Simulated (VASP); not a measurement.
# Ni3Ge (Pm-3m) in VASP: a series of runs

Ni3Ge is run at these levels: PBEsol; tasks: single point, vibrations by perturbation theory.

Everything below comes from runs of VASP 6.6.1. Logs are shortened: lines on timing, memory, paths and dates and some standing lists are left out, and cuts for length are marked.

**1. The cell of the first run**

It takes space group Pm-3m (No. 221, cubic). Conventional cell: a = 3.525 Å, b = 3.525 Å, c = 3.525 Å, α = 90.00°, β = 90.00°, γ = 90.00°. Within 3.3 Å of Ni (site symmetry 4/mmm) lie 8 Ni at 2.49 Å and 4 Ge at 2.49 Å. Within 3.3 Å of Ge (site symmetry m-3m) lie 12 Ni at 2.49 Å.

**2. Single point, PBEsol**

File POSCAR:

```
Ni3Ge
1.0
    3.5249142754      0.0000000000      0.0000000000
    0.0000000000      3.5249142754      0.0000000000
    0.0000000000      0.0000000000      3.5249142754
Ni Ge
3 1
Direct
    0.5000000000      0.0000000000      0.5000000000
    0.0000000000      0.5000000000      0.5000000000
    0.5000000000      0.5000000000      0.0000000000
    0.0000000000      0.0000000000      0.0000000000
```

File INCAR.step1:

```
  PREC = Accurate
  ENCUT = 520
  EDIFF = 1E-6
  ISMEAR = 0
  SIGMA = 0.1
  LREAL = F
  LASPH = T
  NELM = 100
  ALGO = Normal
  ISIF = 2
  LWAVE = F
  LCHARG = T
  LMAXMIX = 4
  GGA = PS
  NBANDS = 30
```

File KPOINTS.step1:

```
regular mesh
0
Gamma
  12 12 12
```

File INCAR.step2:

```
  PREC = Accurate
  ENCUT = 520
  EDIFF = 1E-6
  ISMEAR = -5
  SIGMA = 0.1
  LREAL = F
  LASPH = T
  NELM = 100
  ALGO = Normal
  ISIF = 2
  LWAVE = F
  LCHARG = F
  LMAXMIX = 4
  GGA = PS
  LORBIT = 11
  NBANDS = 30
  NEDOS = 2001
  ICHARG = 11
```

File KPOINTS.step2:

```
regular mesh
0
Gamma
  18 18 18
```

Potentials or basis: VASP PAW PBE potentials, release 64 (Ni, Ge_d).

Run with:

```console
$ cat potpaw_PBE.64/Ni/POTCAR potpaw_PBE.64/Ge_d/POTCAR > POTCAR
$ cp INCAR.step1 INCAR
$ cp KPOINTS.step1 KPOINTS
$ mpirun -np 1 vasp_std > vasp.out
$ cp INCAR.step2 INCAR
$ cp KPOINTS.step2 KPOINTS
$ mpirun -np 1 vasp_std > vasp.out
```

OUTCAR:

```text
PREC = Accurate
   ENCUT = 520
   EDIFF = 1E-6
   ISMEAR = -5
   LREAL = F
   LASPH = T
   NELM = 100
   ISIF = 2
   GGA = PS
   LORBIT = 11
   ICHARG = 11

 ion  position               nearest neighbor table
   1  0.500  0.000  0.500-   2 2.49   3 2.49   4 2.49   3 2.49   4 2.49   2 2.49   3 2.49   3 2.49
                             2 2.49   4 2.49   4 2.49   2 2.49
   2  0.000  0.500  0.500-   1 2.49   3 2.49   4 2.49   3 2.49   4 2.49   1 2.49   4 2.49   4 2.49
                             1 2.49   3 2.49   3 2.49   1 2.49
   3  0.500  0.500  0.000-   1 2.49   2 2.49   4 2.49   1 2.49   2 2.49   1 2.49   4 2.49   1 2.49
                             2 2.49   4 2.49   2 2.49   4 2.49
   4  0.000  0.000  0.000-   1 2.49   2 2.49   3 2.49   1 2.49   2 2.49   2 2.49   3 2.49   2 2.49
                             1 2.49   3 2.49   1 2.49   3 2.49

  LATTYP: Found a simple cubic cell.
 ALAT       =     3.5249142754

  Lattice vectors:

 A1 = (   3.5249142754,   0.0000000000,   0.0000000000)
 A2 = (   0.0000000000,   3.5249142754,   0.0000000000)
 A3 = (   0.0000000000,   0.0000000000,   3.5249142754)

Analysis of symmetry for initial positions (statically):
=====================================================================
 Subroutine PRICEL returns:
 Original cell was already a primitive cell.

 Routine SETGRP: Setting up the symmetry group for a
 simple cubic supercell.

 Subroutine GETGRP returns: Found 48 space group operations
 (whereof 48 operations were pure point group operations)
 out of a pool of 48 trial point group operations.

The static configuration has the point symmetry O_h .

Analysis of symmetry for dynamics (positions and initial velocities):
=====================================================================
 Subroutine PRICEL returns:
 Original cell was already a primitive cell.

 Routine SETGRP: Setting up the symmetry group for a
 simple cubic supercell.

 Subroutine GETGRP returns: Found 48 space group operations
 (whereof 48 operations were pure point group operations)
 out of a pool of 48 trial point group operations.

The dynamic configuration has the point symmetry O_h .

 Subroutine INISYM returns: Found 48 space group operations
 (whereof 48 operations are pure point group operations),
 and found     1 'primitive' translations

----------------------------------------------------------------------------------------

                                     Primitive cell

  volume of cell :      43.7971

  direct lattice vectors                    reciprocal lattice vectors
     3.524914275  0.000000000  0.000000000     0.283694842  0.000000000  0.000000000
     0.000000000  3.524914275  0.000000000     0.000000000  0.283694842  0.000000000
     0.000000000  0.000000000  3.524914275     0.000000000  0.000000000  0.283694842

  length of vectors
     3.524914275  3.524914275  3.524914275     0.283694842  0.283694842  0.283694842

  position of ions in fractional coordinates (direct lattice)
     0.500000000  0.000000000  0.500000000
     0.000000000  0.500000000  0.500000000
     0.500000000  0.500000000  0.000000000
     0.000000000  0.000000000  0.000000000

  ion indices of the primitive-cell ions
   primitive index   ion index
                 1           1
                 2           2
                 3           3
                 4           4

----------------------------------------------------------------------------------------

 KPOINTS: regular mesh

Automatic generation of k-mesh.
 Grid dimensions read from file:
 generate k-points for:   18   18   18

 Generating k-lattice:

  Cartesian coordinates                     Fractional coordinates (reciprocal lattice)
     0.015760825  0.000000000  0.000000000     0.055555556  0.000000000  0.000000000
     0.000000000  0.015760825  0.000000000     0.000000000  0.055555556  0.000000000
     0.000000000  0.000000000  0.015760825     0.000000000  0.000000000  0.055555556

  Length of vectors
     0.015760825  0.015760825  0.015760825

  Shift w.r.t. Gamma in fractional coordinates (k-lattice)
     0.000000000  0.000000000  0.000000000

 TETIRR: Found   2900 inequivalent tetrahedra from    34992

 Subroutine IBZKPT returns following result:
 ===========================================

 Found    220 irreducible k-points:

 Following reciprocal coordinates:
            Coordinates               Weight
  0.000000  0.000000  0.000000      1.000000
  0.055556  0.000000  0.000000      6.000000
  0.111111  0.000000  0.000000      6.000000
  0.166667  0.000000  0.000000      6.000000
  0.222222  0.000000  0.000000      6.000000
  0.277778  0.000000  0.000000      6.000000
[... 16 lines left out ...]
  0.277778  0.111111  0.000000     24.000000
  0.333333  0.111111  0.000000     24.000000
 [... further k-points ...]
   k-points           NKPTS =    220   k-points in BZ     NKDIM =    220   number of bands    NBANDS=     30
   number of dos      NEDOS =   2001   number of ions     NIONS =      4
   total plane-waves  NPLWV =  21952
   dimension x,y,z NGX =    28 NGY =   28 NGZ =   28
   dimension x,y,z NGXF=    56 NGYF=   56 NGZF=   56
   ions per type =               3   1
   NGX,Y,Z   is equivalent  to a cutoff of  13.21, 13.21, 13.21 a.u.
   NGXF,Y,Z  is equivalent  to a cutoff of  26.41, 26.41, 26.41 a.u.
 SYSTEM =  unknown system
   PREC   = accura    normal or accurate (medium, high low for compatibility)
   ISTART =      0    job   : 0-new  1-cont  2-samecut
   ICHARG =     11    charge: 1-file 2-atom 10-const
   ISPIN  =      1    spin polarized calculation?
   LNONCOLLINEAR =      F non collinear calculations
   LSORBIT =      F    spin-orbit coupling
   LASPH  =      T    aspherical Exc in radial PAW
   ENCUT  =  520.0 eV  38.22 Ry    6.18 a.u.   6.55  6.55  6.55*2*pi/ulx,y,z
   NELM   =    100;   NELMIN=  2; NELMDL=  0     # of ELM steps
   EDIFF  = 0.1E-05   stopping-criterion for ELM
   LREAL  =      F    real-space projection
   EDIFFG = 0.1E-04   stopping-criterion for IOM
   NSW    =      0    number of steps for IOM
   IBRION =     -1    ionic relax: 0-MD 1-quasi-New 2-CG
   NFREE  =      0    steps in history (QN), initial steepest desc. (CG)
   ISIF   =      2    stress and relaxation
   ISYM   =      2    0-nonsym 1-usesym 2-fastsym
   POTIM  = 0.5000    time-step for ionic-motion
   TEBEG  =    0.0;   TEEND  =   0.0 temperature during run
   PSTRESS=    0.0 pullay stress
   NELECT =      44.0000    total number of electrons
   NUPDOWN=      -1.0000    fix difference up-down
   EMIN   =  10.00;   EMAX   =-10.00  energy-range for DOS
   EFERMI =   0.00;   METHOD = LEGACY
   ISMEAR =    -5;   SIGMA  =   0.10  broadening in eV -4-tet -1-fermi 0-gaus
   EFERMI_NEDOS =   21; number of points for ismear=-14 and -15
   IALGO  =     38    algorithm
   IMIX   =      4    mixing-type and parameters
     AMIX     =   0.40;   BMIX     =  1.00
     AMIX_MAG =   1.60;   BMIX_MAG =  1.00
  volume/ion in A,a.u.               =      10.95        73.89
  Fermi-wavevector in a.u.,A,eV,Ry     =   1.639622  3.098437 36.577378  2.688361
  Thomas-Fermi vector in A             =   2.730397
   LORBIT       =     11    0 simple, 1 ext, 2 COOP (PROOUT), +10 PAW based schemes
   GGA     = PS    functional components
   LHFCALC =     F    Hartree Fock is set to
   AEXX    =    0.0000 exact exchange contribution
   IVDW    =     0    specifies the selected vdW correction
   LEPSILON=     F    determine dielectric tensor
   LRPA    =     F    only Hartree local field effects (RPA)
 non-spin polarized calculation
 Fermi weights with tetrahedron method with Bloechl corrections
  energy-cutoff  :      520.00
  volume of cell :       43.80
 maximum number of plane-waves:      1208
 NGX is ok and might be reduce to    28

 number of electron      43.9999970 magnetization

 Free energy of the ion-electron system (eV)
  ---------------------------------------------------
  ext. energy  EPLUGINS =         0.00000000
  ---------------------------------------------------
  free energy    TOTEN  =       -24.73928995 eV

  energy without entropy =      -24.73928995  energy(sigma->0) =      -24.73928995

 E-fermi :  10.2459     XC(G=0): -13.6775

 val. band max:       10.2452731993   @ k =   0.1111   0.0556   0.0556
 cond. band min:      10.2429249669   @ k =   0.3889   0.3889   0.3889
 fundamental gap:     -0.0023482325
 Fermi energy:        10.2458830058

 k-point     1 :       0.0000    0.0000    0.0000
  band No.  band energies     occupation
      1     -14.3241      2.00000
      2     -14.3241      2.00000
      3     -14.3091      2.00000
      4     -14.3091      2.00000
      5     -14.3091      2.00000
      6      -2.3324      2.00000
[... 22 lines left out ...]
     29      20.8315      0.00000
     30      20.8315      0.00000

 k-point     2 :       0.0556    0.0000    0.0000
  band No.  band energies     occupation
      1     -14.3239      2.00000
      2     -14.3233      2.00000
      3     -14.3091      2.00000
      4     -14.3091      2.00000
      5     -14.3090      2.00000
      6      -2.2972      2.00000
[... 22 lines left out ...]
     29      20.7593      0.00000
     30      20.7593      0.00000

 k-point     3 :       0.1111    0.0000    0.0000
  band No.  band energies     occupation
      1     -14.3235      2.00000
      2     -14.3209      2.00000
      3     -14.3091      2.00000
      4     -14.3091      2.00000
      5     -14.3089      2.00000
      6      -2.1922      2.00000
[... 682 lines left out ...]
     29      19.5609      0.00000
     30      21.4527      0.00000

 k-point    24 :       0.3333    0.1111    0.0000
  band No.  band energies     occupation
      1     -14.3185      2.00000
      2     -14.3105      2.00000
      3     -14.3094      2.00000
      4     -14.3082      2.00000
      5     -14.3024      2.00000
      6      -1.0418      2.00000
[... 22 lines left out ...]
     29      19.3162      0.00000
     30      22.0185      0.00000

 [... further k-points ...]

------------------------ aborting loop because EDIFF is reached ----------------------------------------

  FORCE on cell =-STRESS in cart. coord.  units (eV):
  Direction    XX          YY          ZZ          XY          YZ          ZX
  --------------------------------------------------------------------------------------
  -------------------------------------------------------------------------------------
  Total        0.1188546      0.1188546      0.1188546      0.0000000      0.0000000     -0.0000000
  in kB        4.3479124      4.3479124      4.3479124      0.0000000      0.0000000     -0.0000000
  external PRESSURE =       4.3479124 kB  Pullay stress =       0.0000000 kB

 VOLUME and BASIS-vectors are now :
 -----------------------------------------------------------------------------
  energy-cutoff  :      520.00
  volume of cell :       43.80
      direct lattice vectors                 reciprocal lattice vectors
     3.524914275  0.000000000  0.000000000     0.283694842  0.000000000  0.000000000
     0.000000000  3.524914275  0.000000000     0.000000000  0.283694842  0.000000000
     0.000000000  0.000000000  3.524914275     0.000000000  0.000000000  0.283694842

 POSITION                                       TOTAL-FORCE (eV/Angst)
 -----------------------------------------------------------------------------------
      1.76246      0.00000      1.76246         0.000000      0.000000      0.000000
      0.00000      1.76246      1.76246         0.000000      0.000000      0.000000
      1.76246      1.76246      0.00000         0.000000      0.000000      0.000000
      0.00000      0.00000      0.00000         0.000000      0.000000      0.000000
 -----------------------------------------------------------------------------------
    total drift:                                0.000000      0.000000      0.000000

  FREE ENERGIE OF THE ION-ELECTRON SYSTEM (eV)
  ---------------------------------------------------
  free  energy   TOTEN  =       -24.7392899544 eV

  energy  without entropy=      -24.7392899544  energy(sigma->0) =      -24.73928995

 total charge

# of ion       s       p       d       tot
------------------------------------------
    1        0.479   0.552   8.434   9.465
    2        0.479   0.552   8.434   9.465
    3        0.479   0.552   8.434   9.465
    4        1.088   1.242  10.147  12.477
--------------------------------------------------
tot          2.524   2.897  35.451  40.871
```

It took 7.1 min on 1 thread of Intel Xeon 8259CL, shared host; peak memory 0.35 GiB.

What came out:

| Item | Value |
| --- | --- |
| Valence electrons inside the program's atomic spheres | Ni 9.46; Ge 12.48 |

Levels at points of the mesh, in eV from the Fermi level:
```tsv
k point	band 20	band 21	band 22	band 23	band 24	band 25
(0.00, 0.00, 0.00)	-0.57	-0.27	0.05	0.05	0.05	4.02
(0.50, 0.00, 0.00)	-1.13	-0.52	0.05	3.66	3.66	4.73
(0.50, 0.50, 0.00)	-1.10	-0.93	-0.92	0.66	0.66	5.76
(0.50, 0.50, 0.50)	-1.16	-0.52	-0.19	-0.19	-0.19	0.73
```

Caveat: the PAW data sets were made with another functional, which shifts forces and pressure a little. Spin polarisation is off, so any magnetic state and its effect on volume and gap are missing.

(Part 1 of 2 ends here.)
